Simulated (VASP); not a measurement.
# ScAl3 (Pm-3m) in VASP: further runs

The runs below take ScAl3 through single point, with PBE.

Program: VASP 6.6.1. These are calculated values, not measurements. Logs are shortened: lines on timing, memory, paths and dates and some standing lists are left out, and cuts for length are marked.

## Step 1: The cell of the first run

The structure is cubic, space group Pm-3m (No. 221). The conventional cell has a = 4.146 Å, b = 4.146 Å, c = 4.146 Å, α = 90.00°, β = 90.00°, γ = 90.00°. Within 3.9 Å of Sc (site symmetry m-3m) lie 12 Al at 2.93 Å. Al (site symmetry 4/mmm) has 4 Sc at 2.93 Å and 8 Al at 2.93 Å within 3.9 Å.

## Step 2: Single point, PBE (volume scaled by 1.03)

File INCAR:

```
ALGO     = Normal         # electronic algorithm
EDIFF    = 1E-6           # SCF threshold, eV
ENCUT    = 520            # plane-wave cutoff, eV
GGA      = PE             # functional
ISIF     = 2              # what is computed and relaxed
ISMEAR   = 0              # smearing method
LASPH    = T              # aspherical terms in the spheres
LCHARG   = F              # write CHGCAR
LREAL    = F              # projectors in reciprocal space
LWAVE    = F              # write WAVECAR
NBANDS   = 18             # bands
NELM     = 100            # most SCF steps
PREC     = Accurate       # precision mode
SIGMA    = 0.1            # smearing width, eV
```

File KPOINTS:

```
k-points
0
Gamma
  10 10 10
```

File POSCAR:

```
ScAl3
1.0
    4.1459800773      0.0000000000      0.0000000000
    0.0000000000      4.1459800773      0.0000000000
    0.0000000000      0.0000000000      4.1459800773
Sc Al
1 3
Direct
    0.0000000000      0.0000000000      0.0000000000
    0.5000000000      0.0000000000      0.5000000000
    0.0000000000      0.5000000000      0.5000000000
    0.5000000000      0.5000000000      0.0000000000
```

Potentials or basis: VASP PAW PBE potentials, release 64 (Sc_sv, Al).

Started as:

```sh
> cat potpaw_PBE.64/Sc_sv/POTCAR potpaw_PBE.64/Al/POTCAR > POTCAR
> mpirun -np 1 vasp_std > vasp.out
```

OUTCAR:

```text
EDIFF = 1E-6
   ENCUT = 520
   GGA = PE
   ISIF = 2
   ISMEAR = 0
   LASPH = T
   LREAL = F
   NELM = 100
   PREC = Accurate

 ion  position               nearest neighbor table
   1  0.000  0.000  0.000-   2 2.93   3 2.93   4 2.93   2 2.93   3 2.93   3 2.93   4 2.93   3 2.93
                             2 2.93   4 2.93   2 2.93   4 2.93
   2  0.500  0.000  0.500-   1 2.93   3 2.93   4 2.93   1 2.93   4 2.93   3 2.93   4 2.93   4 2.93
                             1 2.93   3 2.93   1 2.93   3 2.93
   3  0.000  0.500  0.500-   1 2.93   2 2.93   4 2.93   1 2.93   4 2.93   1 2.93   2 2.93   1 2.93
                             2 2.93   4 2.93   4 2.93   2 2.93
   4  0.500  0.500  0.000-   1 2.93   2 2.93   3 2.93   2 2.93   3 2.93   1 2.93   2 2.93   2 2.93
                             1 2.93   3 2.93   3 2.93   1 2.93

  LATTYP: Found a simple cubic cell.
 ALAT       =     4.1459800773

  Lattice vectors:

 A1 = (   4.1459800773,   0.0000000000,   0.0000000000)
 A2 = (   0.0000000000,   4.1459800773,   0.0000000000)
 A3 = (   0.0000000000,   0.0000000000,   4.1459800773)

Analysis of symmetry for initial positions (statically):
=====================================================================
 Subroutine PRICEL returns:
 Original cell was already a primitive cell.

 Routine SETGRP: Setting up the symmetry group for a
 simple cubic supercell.

 Subroutine GETGRP returns: Found 48 space group operations
 (whereof 48 operations were pure point group operations)
 out of a pool of 48 trial point group operations.

The static configuration has the point symmetry O_h .

Analysis of symmetry for dynamics (positions and initial velocities):
=====================================================================
 Subroutine PRICEL returns:
 Original cell was already a primitive cell.

 Routine SETGRP: Setting up the symmetry group for a
 simple cubic supercell.

 Subroutine GETGRP returns: Found 48 space group operations
 (whereof 48 operations were pure point group operations)
 out of a pool of 48 trial point group operations.

The dynamic configuration has the point symmetry O_h .

 Subroutine INISYM returns: Found 48 space group operations
 (whereof 48 operations are pure point group operations),
 and found     1 'primitive' translations

[... 98 lines left out ...]
   EDIFF  = 0.1E-05   stopping-criterion for ELM
   LREAL  =      F    real-space projection
   EDIFFG = 0.1E-04   stopping-criterion for IOM
   NSW    =      0    number of steps for IOM
   IBRION =     -1    ionic relax: 0-MD 1-quasi-New 2-CG
   NFREE  =      0    steps in history (QN), initial steepest desc. (CG)
   ISIF   =      2    stress and relaxation
   ISYM   =      2    0-nonsym 1-usesym 2-fastsym
   POTIM  = 0.5000    time-step for ionic-motion
   TEBEG  =    0.0;   TEEND  =   0.0 temperature during run
   PSTRESS=    0.0 pullay stress
   NELECT =      20.0000    total number of electrons
   NUPDOWN=      -1.0000    fix difference up-down
   EMIN   =  10.00;   EMAX   =-10.00  energy-range for DOS
   EFERMI =   0.00;   METHOD = LEGACY
   ISMEAR =     0;   SIGMA  =   0.10  broadening in eV -4-tet -1-fermi 0-gaus
   EFERMI_NEDOS =   21; number of points for ismear=-14 and -15
   IALGO  =     38    algorithm
   IMIX   =      4    mixing-type and parameters
     AMIX     =   0.40;   BMIX     =  1.00
     AMIX_MAG =   1.60;   BMIX_MAG =  1.00
  volume/ion in A,a.u.               =      17.82       120.23
  Fermi-wavevector in a.u.,A,eV,Ry     =   1.071826  2.025457 15.630522  1.148811
  Thomas-Fermi vector in A             =   2.207578
   LORBIT       =      0    0 simple, 1 ext, 2 COOP (PROOUT), +10 PAW based schemes
   GGA     = PE    functional components
   LHFCALC =     F    Hartree Fock is set to
   AEXX    =    0.0000 exact exchange contribution
   IVDW    =     0    specifies the selected vdW correction
   LEPSILON=     F    determine dielectric tensor
   LRPA    =     F    only Hartree local field effects (RPA)
 non-spin polarized calculation
 Gauss-broadening in eV      SIGMA  =   0.10
  energy-cutoff  :      520.00
  volume of cell :       71.27
 maximum number of plane-waves:      1938
 NGX is ok and might be reduce to    32
   NGX = 15   NGY = 15   NGZ = 15

 number of electron      19.9999993 magnetization

 Free energy of the ion-electron system (eV)
  ---------------------------------------------------
  ext. energy  EPLUGINS =         0.00000000
  ---------------------------------------------------
  free energy    TOTEN  =       -19.28530543 eV

  energy without entropy =      -19.27811452  energy(sigma->0) =      -19.28170998

 E-fermi :   6.9092     XC(G=0): -10.2537

 val. band max:        6.8626620439   @ k =   0.2000   0.2000   0.1000
 cond. band min:       6.9275862619   @ k =   0.4000   0.1000   0.1000
 fundamental gap:      0.0649242180
 Fermi energy:         6.9092391880

 k-point     1 :       0.0000    0.0000    0.0000
  band No.  band energies     occupation
      1     -42.2212      2.00000
      2     -20.9090      2.00000
      3     -20.9090      2.00000
      4     -20.9090      2.00000
      5      -2.9135      2.00000
      6       4.3227      2.00000
[... 481 lines left out ...]
      5      -1.9595      2.00000
      6       1.4541      2.00000
[... 10 lines left out ...]
     17      11.5165      0.00000
     18      12.2534      0.00000

 [... further k-points ...]

------------------------ aborting loop because EDIFF is reached ----------------------------------------

  FORCE on cell =-STRESS in cart. coord.  units (eV):
  Direction    XX          YY          ZZ          XY          YZ          ZX
  --------------------------------------------------------------------------------------
  -------------------------------------------------------------------------------------
  Total       -1.0686367     -1.0686367     -1.0686367      0.0000000      0.0000000      0.0000000
  in kB      -24.0247586    -24.0247586    -24.0247586      0.0000000      0.0000000      0.0000000
  external PRESSURE =     -24.0247586 kB  Pullay stress =       0.0000000 kB

 VOLUME and BASIS-vectors are now :
 -----------------------------------------------------------------------------
  energy-cutoff  :      520.00
  volume of cell :       71.27
      direct lattice vectors                 reciprocal lattice vectors
     4.145980077  0.000000000  0.000000000     0.241197493  0.000000000  0.000000000
     0.000000000  4.145980077  0.000000000     0.000000000  0.241197493  0.000000000
     0.000000000  0.000000000  4.145980077     0.000000000  0.000000000  0.241197493

 POSITION                                       TOTAL-FORCE (eV/Angst)
 -----------------------------------------------------------------------------------
      0.00000      0.00000      0.00000         0.000000      0.000000      0.000000
      2.07299      0.00000      2.07299         0.000000      0.000000      0.000000
      0.00000      2.07299      2.07299         0.000000      0.000000      0.000000
      2.07299      2.07299      0.00000         0.000000      0.000000      0.000000
 -----------------------------------------------------------------------------------
    total drift:                                0.000000      0.000000      0.000000

  FREE ENERGIE OF THE ION-ELECTRON SYSTEM (eV)
  ---------------------------------------------------
  free  energy   TOTEN  =       -19.2853054285 eV

  energy  without entropy=      -19.2781145241  energy(sigma->0) =      -19.28170998
```

OSZICAR:

```text
N       E                     dE             d eps       ncg     rms          rms(c)
DAV:   1     0.105594039256E+03    0.10559E+03   -0.82496E+03  2016   0.100E+03
DAV:   2    -0.151910668317E+02   -0.12079E+03   -0.11789E+03  2016   0.285E+02
DAV:   3    -0.201955253617E+02   -0.50045E+01   -0.47908E+01  3018   0.542E+01
DAV:   4    -0.203319385427E+02   -0.13641E+00   -0.13607E+00  3062   0.941E+00
DAV:   5    -0.203345850742E+02   -0.26465E-02   -0.26462E-02  2988   0.113E+00    0.830E+00
DAV:   6    -0.193540621991E+02    0.98052E+00   -0.38668E+00  3028   0.200E+01    0.279E+00
DAV:   7    -0.193106096853E+02    0.43453E-01   -0.13228E-01  3042   0.278E+00    0.174E+00
DAV:   8    -0.192861346994E+02    0.24475E-01   -0.50057E-02  3228   0.188E+00    0.323E-01
DAV:   9    -0.192858162432E+02    0.31846E-03   -0.12149E-02  3128   0.121E+00    0.192E-01
DAV:  10    -0.192853107749E+02    0.50547E-03   -0.22529E-03  3350   0.466E-01    0.390E-02
DAV:  11    -0.192853419919E+02   -0.31217E-04   -0.21752E-04  3362   0.132E-01    0.442E-02
DAV:  12    -0.192853048453E+02    0.37147E-04   -0.16509E-04  2898   0.139E-01    0.430E-03
DAV:  13    -0.192853054285E+02   -0.58323E-06   -0.34966E-06  2682   0.139E-02
   1 F= -.19285305E+02 E0= -.19281710E+02  d E =-.719090E-02
```

Wall time 74 s (1 thread of AMD EPYC 7R43 (Zen 3), shared host); peak memory 0.17 GiB.

What came out:

* Free energy: -19.2853 eV
* Pressure: -2.4 GPa
* Band gap on the k mesh: zero (band 10 reaches 7.68 eV, above the bottom of band 11 at 3.99 eV)

Levels at points of the mesh, in eV from the Fermi level:
| k point | band 8 | band 9 | band 10 | band 11 | band 12 | band 13 |
| --- | --- | --- | --- | --- | --- | --- |
| (0.00, 0.00, 0.00) | -1.80 | -1.80 | -1.80 | 1.26 | 1.27 | 1.27 |
| (0.50, 0.00, 0.00) | -1.66 | -1.40 | 0.62 | 0.93 | 0.93 | 1.35 |
| (0.50, 0.50, 0.00) | -4.27 | -0.52 | -0.52 | 1.18 | 1.32 | 1.99 |
| (0.50, 0.50, 0.50) | -4.33 | -2.92 | -2.92 | -2.92 | 0.85 | 2.49 |

(Part 1 of 2 ends here.)
